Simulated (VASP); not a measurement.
# WSe2 (P6_3/mmc) in VASP: single point with PBEsol

Aim: the single point of WSe2 with PBEsol.

Everything below comes from runs of VASP 6.6.1. Logs are shortened: lines on timing, memory, paths and dates and some standing lists are left out, and cuts for length are marked.

## (1) The cell of the first run

The structure is hexagonal, space group P6_3/mmc (No. 194). Conventional cell: a = 3.300 Å, b = 3.300 Å, c = 13.149 Å, α = 90.00°, β = 90.00°, γ = 120.00°. Within 3.3 Å of W (site symmetry -6m2) lie 6 Se at 2.53 Å and 6 W at 3.30 Å. Se (site symmetry 3m) has 3 W at 2.53 Å and 7 Se at 3.30 to 3.33 Å within 3.4 Å.

## (2) Single point, PBEsol

File INCAR:

```
SYSTEM = WSe2
ALGO = Normal
EDIFF = 1E-6
ENCUT = 520
GGA = PS
ISIF = 2
ISMEAR = 0
ISYM = 0
LASPH = .TRUE.
LCHARG = .TRUE.
LELF = .TRUE.
LREAL = .FALSE.
LVHAR = .TRUE.
LWAVE = .FALSE.
NBANDS = 35
NELM = 80
PREC = Accurate
SIGMA = 0.01
```

File KPOINTS:

```
k-points
0
G
  6 6 2
  0 0 0
```

File POSCAR:

```
WSe2
1.0
    3.2996683534      0.0000000000      0.0000000000
   -1.6498341767      2.8575966181      0.0000000000
    0.0000000000      0.0000000000     13.1485346418
W Se
2 4
Direct
    0.6666666667      0.3333333333      0.7500000000
    0.3333333333      0.6666666667      0.2500000000
    0.3333333333      0.6666666667      0.8766615397
    0.6666666667      0.3333333333      0.3766615397
    0.3333333333      0.6666666667      0.6233384603
    0.6666666667      0.3333333333      0.1233384603
```

Potentials or basis: VASP PAW PBE potentials, release 64 (W_sv, Se).

On the command line:

```bash
$ cat potpaw_PBE.64/W_sv/POTCAR potpaw_PBE.64/Se/POTCAR > POTCAR
$ mpirun -np 1 vasp_std > vasp.out
```

OUTCAR:

```text
SYSTEM = WSe2
   EDIFF = 1E-6
   ENCUT = 520
   GGA = PS
   ISIF = 2
   ISMEAR = 0
   ISYM = 0
   LASPH = .TRUE.
   LREAL = .FALSE.
   NELM = 80
   PREC = Accurate

 ion  position               nearest neighbor table
   1  0.667  0.333  0.750-   3 2.53   5 2.53   3 2.53   5 2.53   3 2.53   5 2.53
   2  0.333  0.667  0.250-   4 2.53   6 2.53   4 2.53   6 2.53   4 2.53   6 2.53
   3  0.333  0.667  0.877-   1 2.53   1 2.53   1 2.53
   4  0.667  0.333  0.377-   2 2.53   2 2.53   2 2.53
   5  0.333  0.667  0.623-   1 2.53   1 2.53   1 2.53
   6  0.667  0.333  0.123-   2 2.53   2 2.53   2 2.53

IMPORTANT INFORMATION: All symmetrisations will be switched off!
NOSYMM: (Re-)initialisation of all symmetry stuff for point group C_1.

----------------------------------------------------------------------------------------

                                     Primitive cell

  volume of cell :     123.9791

  direct lattice vectors                    reciprocal lattice vectors
     3.299668353  0.000000000  0.000000000     0.303060760  0.174972212  0.000000000
    -1.649834177  2.857596618  0.000000000     0.000000000  0.349944423  0.000000000
     0.000000000  0.000000000 13.148534642     0.000000000  0.000000000  0.076054102

  length of vectors
     3.299668353  3.299668353 13.148534642     0.349944423  0.349944423  0.076054102

  position of ions in fractional coordinates (direct lattice)
     0.666666667  0.333333333  0.750000000
     0.333333333  0.666666667  0.250000000
     0.333333333  0.666666667  0.876661540
     0.666666667  0.333333333  0.376661540
     0.333333333  0.666666667  0.623338460
     0.666666667  0.333333333  0.123338460

  ion indices of the primitive-cell ions
   primitive index   ion index
                 1           1
                 2           2
                 3           3
                 4           4
                 5           5
                 6           6

----------------------------------------------------------------------------------------

 KPOINTS: k-points

Automatic generation of k-mesh.
 Grid dimensions read from file:
 generate k-points for:    6    6    2

 Generating k-lattice:

  Cartesian coordinates                     Fractional coordinates (reciprocal lattice)
     0.050510127  0.029162035  0.000000000     0.166666667  0.000000000  0.000000000
     0.000000000  0.058324071  0.000000000     0.000000000  0.166666667  0.000000000
     0.000000000  0.000000000  0.038027051     0.000000000  0.000000000  0.500000000

  Length of vectors
     0.058324071  0.058324071  0.038027051

  Shift w.r.t. Gamma in fractional coordinates (k-lattice)
     0.000000000  0.000000000  0.000000000

 Subroutine IBZKPT returns following result:
 ===========================================

 Found     40 irreducible k-points:

 Following reciprocal coordinates:
            Coordinates               Weight
  0.000000  0.000000  0.000000      1.000000
  0.166667  0.000000  0.000000      2.000000
  0.000000  0.166667  0.000000      2.000000
 -0.166667  0.166667  0.000000      2.000000
  0.333333  0.000000  0.000000      2.000000
  0.000000  0.333333  0.000000      2.000000
[... 16 lines left out ...]
  0.000000  0.166667  0.500000      2.000000
 -0.166667  0.166667  0.500000      2.000000
 [... further k-points ...]
   k-points           NKPTS =     40   k-points in BZ     NKDIM =     40   number of bands    NBANDS=     35
   number of dos      NEDOS =    301   number of ions     NIONS =      6
   total plane-waves  NPLWV =  76832
   dimension x,y,z NGX =    28 NGY =   28 NGZ =   98
   dimension x,y,z NGXF=    56 NGYF=   56 NGZF=  196
   ions per type =               2   4
   NGX,Y,Z   is equivalent  to a cutoff of  14.11, 14.11, 12.39 a.u.
   NGXF,Y,Z  is equivalent  to a cutoff of  28.21, 28.21, 24.78 a.u.
 SYSTEM =  WSe2
   PREC   = accura    normal or accurate (medium, high low for compatibility)
   ISTART =      0    job   : 0-new  1-cont  2-samecut
   ICHARG =      2    charge: 1-file 2-atom 10-const
   ISPIN  =      1    spin polarized calculation?
   LNONCOLLINEAR =      F non collinear calculations
   LSORBIT =      F    spin-orbit coupling
   LASPH  =      T    aspherical Exc in radial PAW
   ENCUT  =  520.0 eV  38.22 Ry    6.18 a.u.   6.14  6.14 24.45*2*pi/ulx,y,z
   NELM   =     80;   NELMIN=  2; NELMDL= -5     # of ELM steps
   EDIFF  = 0.1E-05   stopping-criterion for ELM
   LREAL  =      F    real-space projection
   EDIFFG = 0.1E-04   stopping-criterion for IOM
   NSW    =      0    number of steps for IOM
   IBRION =     -1    ionic relax: 0-MD 1-quasi-New 2-CG
   NFREE  =      0    steps in history (QN), initial steepest desc. (CG)
   ISIF   =      2    stress and relaxation
   ISYM   =      0    0-nonsym 1-usesym 2-fastsym
   POTIM  = 0.5000    time-step for ionic-motion
   TEBEG  =    0.0;   TEEND  =   0.0 temperature during run
   PSTRESS=    0.0 pullay stress
   NELECT =      52.0000    total number of electrons
   NUPDOWN=      -1.0000    fix difference up-down
   EMIN   =  10.00;   EMAX   =-10.00  energy-range for DOS
   EFERMI =   0.00;   METHOD = LEGACY
   ISMEAR =     0;   SIGMA  =   0.01  broadening in eV -4-tet -1-fermi 0-gaus
   EFERMI_NEDOS =   21; number of points for ismear=-14 and -15
   IALGO  =     38    algorithm
   IMIX   =      4    mixing-type and parameters
     AMIX     =   0.40;   BMIX     =  1.00
     AMIX_MAG =   1.60;   BMIX_MAG =  1.00
  volume/ion in A,a.u.               =      20.66       139.44
  Fermi-wavevector in a.u.,A,eV,Ry     =   1.225443  2.315751 20.432010  1.501710
  Thomas-Fermi vector in A             =   2.360481
   LORBIT       =      0    0 simple, 1 ext, 2 COOP (PROOUT), +10 PAW based schemes
   GGA     = PS    functional components
   LHFCALC =     F    Hartree Fock is set to
   AEXX    =    0.0000 exact exchange contribution
   IVDW    =     0    specifies the selected vdW correction
   LEPSILON=     F    determine dielectric tensor
   LRPA    =     F    only Hartree local field effects (RPA)
 non-spin polarized calculation
 Gauss-broadening in eV      SIGMA  =   0.01
  energy-cutoff  :      520.00
  volume of cell :      123.98
 maximum number of plane-waves:      3378
 NGX is ok and might be reduce to    28
   NGX = 13   NGY = 13   NGZ = 49

 number of electron      51.9999996 magnetization

 Free energy of the ion-electron system (eV)
  ---------------------------------------------------
  ext. energy  EPLUGINS =         0.00000000
  ---------------------------------------------------
  free energy    TOTEN  =       -46.53698945 eV

  energy without entropy =      -46.53698945  energy(sigma->0) =      -46.53698945

 E-fermi :   5.9879     XC(G=0): -10.7801

 val. band max:        5.8992308169   @ k =   0.0000   0.0000   0.0000
 cond. band min:       6.9033761098   @ k =  -0.3333   0.1667   0.0000
 fundamental gap:      1.0041452930
 Fermi energy:         5.9878857509

 k-point     1 :       0.0000    0.0000    0.0000
  band No.  band energies     occupation
      1     -68.3797      2.00000
      2     -68.3796      2.00000
      3     -32.6265      2.00000
      4     -32.6265      2.00000
      5     -32.5010      2.00000
      6     -32.5010      2.00000
[... 27 lines left out ...]
     34       8.8540      0.00000
     35      10.2467      0.00000

 k-point     2 :       0.1667    0.0000    0.0000
  band No.  band energies     occupation
      1     -68.3772      2.00000
      2     -68.3771      2.00000
      3     -32.6155      2.00000
      4     -32.6155      2.00000
      5     -32.5586      2.00000
      6     -32.5586      2.00000
[... 27 lines left out ...]
     34       9.2435      0.00000
     35      11.8215      0.00000

 k-point     3 :       0.0000    0.1667    0.0000
  band No.  band energies     occupation
      1     -68.3772      2.00000
      2     -68.3771      2.00000
      3     -32.6155      2.00000
      4     -32.6155      2.00000
      5     -32.5586      2.00000
      6     -32.5586      2.00000
[... 27 lines left out ...]
     34       9.2435      0.00000
     35      11.8215      0.00000

 k-point     4 :      -0.1667    0.1667    0.0000
  band No.  band energies     occupation
      1     -68.3772      2.00000
      2     -68.3771      2.00000
      3     -32.6155      2.00000
      4     -32.6155      2.00000
      5     -32.5586      2.00000
      6     -32.5586      2.00000
[... 27 lines left out ...]
     34       9.2435      0.00000
     35      11.8215      0.00000

 k-point     5 :       0.3333    0.0000    0.0000
  band No.  band energies     occupation
      1     -68.3722      2.00000
      2     -68.3722      2.00000
      3     -32.6720      2.00000
      4     -32.6720      2.00000
      5     -32.5933      2.00000
      6     -32.5933      2.00000
[... 638 lines left out ...]
 k-point    22 :       0.1667    0.0000    0.5000
  band No.  band energies     occupation
      1     -68.3772      2.00000
      2     -68.3771      2.00000
      3     -32.6155      2.00000
      4     -32.6155      2.00000
      5     -32.5586      2.00000
      6     -32.5586      2.00000
[... 27 lines left out ...]
     34       9.1729      0.00000
     35      12.1351      0.00000

 k-point    23 :       0.0000    0.1667    0.5000
  band No.  band energies     occupation
      1     -68.3772      2.00000
      2     -68.3771      2.00000
      3     -32.6155      2.00000
      4     -32.6155      2.00000
      5     -32.5586      2.00000
      6     -32.5586      2.00000
[... 27 lines left out ...]
     34       9.1729      0.00000
     35      12.1351      0.00000

 k-point    24 :      -0.1667    0.1667    0.5000
  band No.  band energies     occupation
      1     -68.3772      2.00000
      2     -68.3771      2.00000
      3     -32.6155      2.00000
      4     -32.6155      2.00000
      5     -32.5586      2.00000
      6     -32.5586      2.00000
[... 27 lines left out ...]
     34       9.1729      0.00000
     35      12.1351      0.00000

 [... further k-points ...]
[... 5 lines left out ...]
  --------------------------------------------------------------------------------------
  -------------------------------------------------------------------------------------
  Total       -1.3133089     -1.3133210      0.1795799     -0.0000009     -0.0000042     -0.0000006
  in kB      -16.9718382    -16.9719958      2.3207045     -0.0000121     -0.0000540     -0.0000072
  external PRESSURE =     -10.5410432 kB  Pullay stress =       0.0000000 kB

 VOLUME and BASIS-vectors are now :
 -----------------------------------------------------------------------------
  energy-cutoff  :      520.00
  volume of cell :      123.98
      direct lattice vectors                 reciprocal lattice vectors
     3.299668353  0.000000000  0.000000000     0.303060760  0.174972212  0.000000000
    -1.649834177  2.857596618  0.000000000     0.000000000  0.349944423  0.000000000
     0.000000000  0.000000000 13.148534642     0.000000000  0.000000000  0.076054102

 POSITION                                       TOTAL-FORCE (eV/Angst)
 -----------------------------------------------------------------------------------
      1.64983      0.95253      9.86140        -0.000001     -0.000001     -0.000004
     -0.00000      1.90506      3.28713        -0.000000     -0.000001     -0.000002
     -0.00000      1.90506     11.52681        -0.000000      0.000001      0.024565
      1.64983      0.95253      4.95255        -0.000001      0.000001      0.024572
     -0.00000      1.90506      8.19599         0.000002     -0.000000     -0.024559
      1.64983      0.95253      1.62172         0.000000      0.000000     -0.024573
 -----------------------------------------------------------------------------------
    total drift:                               -0.000001     -0.000003     -0.000011

  FREE ENERGIE OF THE ION-ELECTRON SYSTEM (eV)
  ---------------------------------------------------
  free  energy   TOTEN  =       -46.5369894519 eV

  energy  without entropy=      -46.5369894519  energy(sigma->0) =      -46.53698945
```

Wall time 5.6 min (1 thread of AMD EPYC 7R13, shared host); peak memory 0.3 GiB.

Results:

```
Free energy            : -46.5370 eV
Pressure               : -1.1 GPa
Largest force          : 0.025 eV/Å
Band gap on the k mesh : 1.00 eV (least direct gap 1.48 eV)
```

Forces on the atoms (eV/Å):
```
W    0.000  0.000  0.000
W    0.000  0.000  0.000
Se   0.000  0.000  0.025
Se   0.000  0.000  0.025
Se   0.000  0.000 -0.025
Se   0.000  0.000 -0.025
```

Caveat: the PAW data sets were made with another functional, which shifts forces and pressure a little; spin-orbit coupling is left out, which moves the levels of the heavy elements; this functional lacks dispersion, which binds layers or chains, so the pressure and a relaxed spacing across them are unreliable. A k mesh can miss the band edges.
